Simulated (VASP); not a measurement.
# Si in VASP: single point with LDA

Aim: the single point of Si with LDA.

All numbers are computed with VASP 6.6.1; they aren't measurements. Logs are shortened: lines on timing, memory, paths and dates and some standing lists are left out, and cuts for length are marked.

**1. The cell of the first run**

The cell holds a slab with vacuum, 4 atoms: a = 3.820 Å, b = 3.820 Å, c = 20.877 Å, α = 90.00°, β = 90.00°, γ = 120.00°.

**2. Single point, LDA**

Input file INCAR:

```
ALGO = Normal ; DIPOL = 0.5 0.5 0.286
EDIFF = 1E-6 ; ENCUT = 400
GGA = CA ; GGA_COMPAT = False
IDIPOL = 3 ; ISIF = 2
ISMEAR = 0 ; LASPH = True
LCHARG = False ; LDIPOL = True
LREAL = False ; LWAVE = False
NBANDS = 16 ; NELM = 120
NELMDL = -8 ; PREC = Accurate
SIGMA = 0.05
```

Input file KPOINTS:

```
k-points
0
Gamma
  9 9 1
```

Input file POSCAR:

```
Si
1.0
    3.8195065263      0.0000000000      0.0000000000
   -1.9097532631      3.3077896817      0.0000000000
    0.0000000000      0.0000000000     20.8772910048
Si
4
Direct
    0.3333333333      0.6666666667      0.1915957391
    0.0000000000      0.0000000000      0.2289403115
    0.0000000000      0.0000000000      0.3465922981
    0.6666666667      0.3333333333      0.3773138480
```

Potentials or basis: VASP PAW LDA potentials, release 64 (Si).

Started as:

```sh
> cat potpaw_LDA.64/Si/POTCAR > POTCAR
> mpirun -np 1 vasp_std > vasp.out
```

OUTCAR:

```text
EDIFF = 1E-6
   ENCUT = 400
   GGA = CA
   ISIF = 2
   ISMEAR = 0
   LASPH = True
   LREAL = False
   NELM = 120
   NELMDL = -8
   PREC = Accurate

 ion  position               nearest neighbor table
   1  0.333  0.667  0.192-   2 2.34   2 2.34   2 2.34
   2  0.000  0.000  0.229-   1 2.34   1 2.34   1 2.34   3 2.46
   3  0.000  0.000  0.347-   4 2.30   4 2.30   4 2.30   2 2.46
   4  0.667  0.333  0.377-   3 2.30   3 2.30   3 2.30

  LATTYP: Found a hexagonal cell.
 ALAT       =     3.8195065263
 C/A-ratio  =     5.4659655275

  Lattice vectors:

 A1 = (   3.8195065263,   0.0000000000,   0.0000000000)
 A2 = (  -1.9097532631,   3.3077896817,   0.0000000000)
 A3 = (   0.0000000000,   0.0000000000,  20.8772910048)

Analysis of symmetry for initial positions (statically):
=====================================================================
 Subroutine PRICEL returns:
 Original cell was already a primitive cell.

 Routine SETGRP: Setting up the symmetry group for a
 hexagonal supercell.

 Subroutine GETGRP returns: Found  6 space group operations
 (whereof  6 operations were pure point group operations)
 out of a pool of 24 trial point group operations.

The static configuration has the point symmetry C_3v.

Analysis of symmetry for dynamics (positions and initial velocities):
=====================================================================
 Subroutine PRICEL returns:
 Original cell was already a primitive cell.

 Routine SETGRP: Setting up the symmetry group for a
 hexagonal supercell.

 Subroutine GETGRP returns: Found  6 space group operations
 (whereof  6 operations were pure point group operations)
 out of a pool of 24 trial point group operations.

The dynamic configuration has the point symmetry C_3v.

 Subroutine INISYM returns: Found  6 space group operations
 (whereof  6 operations are pure point group operations),
 and found     1 'primitive' translations

----------------------------------------------------------------------------------------

                                     Primitive cell

  volume of cell :     263.7663

  direct lattice vectors                    reciprocal lattice vectors
     3.819506526  0.000000000  0.000000000     0.261813926  0.151158341  0.000000000
    -1.909753263  3.307789682  0.000000000     0.000000000  0.302316682  0.000000000
[... 84 lines left out ...]
   POTIM  = 0.5000    time-step for ionic-motion
   TEBEG  =    0.0;   TEEND  =   0.0 temperature during run
   PSTRESS=    0.0 pullay stress
   NELECT =      16.0000    total number of electrons
   NUPDOWN=      -1.0000    fix difference up-down
   EMIN   =  10.00;   EMAX   =-10.00  energy-range for DOS
   EFERMI =   0.00;   METHOD = LEGACY
   ISMEAR =     0;   SIGMA  =   0.05  broadening in eV -4-tet -1-fermi 0-gaus
   EFERMI_NEDOS =   21; number of points for ismear=-14 and -15
   IALGO  =     38    algorithm
   IMIX   =      4    mixing-type and parameters
     AMIX     =   0.40;   BMIX     =  1.00
     AMIX_MAG =   1.60;   BMIX_MAG =  1.00
  volume/ion in A,a.u.               =      65.94       445.00
  Fermi-wavevector in a.u.,A,eV,Ry     =   0.643243  1.215553  5.629568  0.413762
  Thomas-Fermi vector in A             =   1.710178
   LORBIT       =      0    0 simple, 1 ext, 2 COOP (PROOUT), +10 PAW based schemes
   GGA     = CA    functional components
   LHFCALC =     F    Hartree Fock is set to
   AEXX    =    0.0000 exact exchange contribution
   IVDW    =     0    specifies the selected vdW correction
   LEPSILON=     F    determine dielectric tensor
   LRPA    =     F    only Hartree local field effects (RPA)
 non-spin polarized calculation
 Gauss-broadening in eV      SIGMA  =   0.05
  energy-cutoff  :      400.00
  volume of cell :      263.77
 maximum number of plane-waves:      4821
 NGX is ok and might be reduce to    28
   NGX = 13   NGY = 13   NGZ = 69

 dipolmoment           0.000000      0.000000      0.107252 electrons x Angstroem

 number of electron      16.0000000 magnetization

 dipolmoment           0.000000      0.000000     -0.009219 electrons x Angstroem

 Free energy of the ion-electron system (eV)
  ---------------------------------------------------
  ext. energy  EPLUGINS =         0.00000000
  ---------------------------------------------------
  free energy    TOTEN  =       -21.53707270 eV

  energy without entropy =      -21.53484552  energy(sigma->0) =      -21.53595911

 E-fermi :  -1.8178     XC(G=0):  -3.6515

 val. band max:       -1.8231279663   @ k =   0.3333   0.3333   0.0000
 cond. band min:      -1.4553658712   @ k =   0.2222   0.2222   0.0000
 fundamental gap:      0.3677620950
 Fermi energy:        -1.8177717390

 k-point     1 :       0.0000    0.0000    0.0000
  band No.  band energies     occupation
      1     -13.1461      2.00000
      2     -11.9414      2.00000
      3      -6.8014      2.00000
      4      -3.2461      2.00000
      5      -2.6548      2.00000
      6      -2.6548      2.00000
[... 205 lines left out ...]
      3      -8.9124      2.00000
      4      -8.4475      2.00000
      5      -5.9959      2.00000
      6      -5.5839      2.00000
[... 8 lines left out ...]
     15       4.6249      0.00000
     16       5.3143      0.00000

------------------------ aborting loop because EDIFF is reached ----------------------------------------

 vacuum level on the upper side and lower side of the slab       (xc-potential included)        -0.201        -0.071

  FORCE on cell =-STRESS in cart. coord.  units (eV):
  Direction    XX          YY          ZZ          XY          YZ          ZX
  --------------------------------------------------------------------------------------
  -------------------------------------------------------------------------------------
  Total       -0.9091922     -0.9091922     -0.4982186     -0.0000000     -0.0000000      0.0000000
  in kB       -5.5226431     -5.5226431     -3.0262946     -0.0000000     -0.0000000      0.0000000
  external PRESSURE =      -4.6905269 kB  Pullay stress =       0.0000000 kB

 VOLUME and BASIS-vectors are now :
 -----------------------------------------------------------------------------
  energy-cutoff  :      400.00
  volume of cell :      263.77
      direct lattice vectors                 reciprocal lattice vectors
     3.819506526  0.000000000  0.000000000     0.261813926  0.151158341  0.000000000
    -1.909753263  3.307789682  0.000000000     0.000000000  0.302316682  0.000000000
     0.000000000  0.000000000 20.877291005     0.000000000  0.000000000  0.047898935

 POSITION                                       TOTAL-FORCE (eV/Angst)
 -----------------------------------------------------------------------------------
     -0.00000      2.20519      4.00000        -0.000000     -0.000000      0.623777
      0.00000      0.00000      4.77965         0.000000     -0.000000     -0.623806
      0.00000      0.00000      7.23591         0.000000     -0.000000      0.001958
      1.90975      1.10260      7.87729        -0.000000      0.000000     -0.001929
 -----------------------------------------------------------------------------------
    total drift:                               -0.000000      0.000000      0.000031

  FREE ENERGIE OF THE ION-ELECTRON SYSTEM (eV)
  ---------------------------------------------------
  free  energy   TOTEN  =       -21.5370727043 eV

  energy  without entropy=      -21.5348455243  energy(sigma->0) =      -21.53595911

 vacuum level on the upper side and lower side of the slab         3.074         3.209
```

OSZICAR:

```text
N       E                     dE             d eps       ncg     rms          rms(c)
DAV:   1     0.548488542816E+02    0.54849E+02   -0.40729E+03   384   0.557E+02
DAV:   2    -0.171596241381E+02   -0.72008E+02   -0.65913E+02   544   0.115E+02
DAV:   3    -0.220609500676E+02   -0.49013E+01   -0.47986E+01   560   0.305E+01
[... 19 lines left out ...]
DAV:  23    -0.215370546644E+02   -0.12625E-04   -0.17540E-06   480   0.305E-03    0.117E-03
DAV:  24    -0.215370594112E+02   -0.47467E-05   -0.83550E-08   432   0.129E-03    0.845E-04
DAV:  25    -0.215370690794E+02   -0.96682E-05   -0.39350E-07   424   0.152E-03    0.748E-04
DAV:  26    -0.215370717112E+02   -0.26318E-05   -0.75490E-08   408   0.865E-04    0.526E-04
DAV:  27    -0.215370727043E+02   -0.99315E-06   -0.40925E-08   344   0.623E-04
   1 F= -.21537073E+02 E0= -.21535959E+02  d E =-.222718E-02
```

stdout:

```text
POSCAR found type information on POSCAR Si
 POSCAR found :  1 types and       4 ions
 scaLAPACK will be used
 LDA part: xc-table for (Slater(with rela. corr.)+CA(PZ))
 , standard interpolation
 POSCAR, INCAR and KPOINTS ok, starting setup
 FFT: planning ... GRIDC
 FFT: planning ... GRID_SOFT
 FFT: planning ... GRID
 WAVECAR not read
 entering main loop
```

It took 59 s on 1 thread of Intel Xeon Platinum 8488C (Sapphire Rapids), shared host; peak memory 0.24 GiB.

What came out:

```yaml
Free_energy: -21.5371 eV
Largest_force: 0.624 eV/Å
```

Forces in eV/Å, atoms in the order of the input:
```
Si   0.000  0.000  0.624
Si   0.000  0.000 -0.624
Si   0.000  0.000  0.002
Si   0.000  0.000 -0.002
```
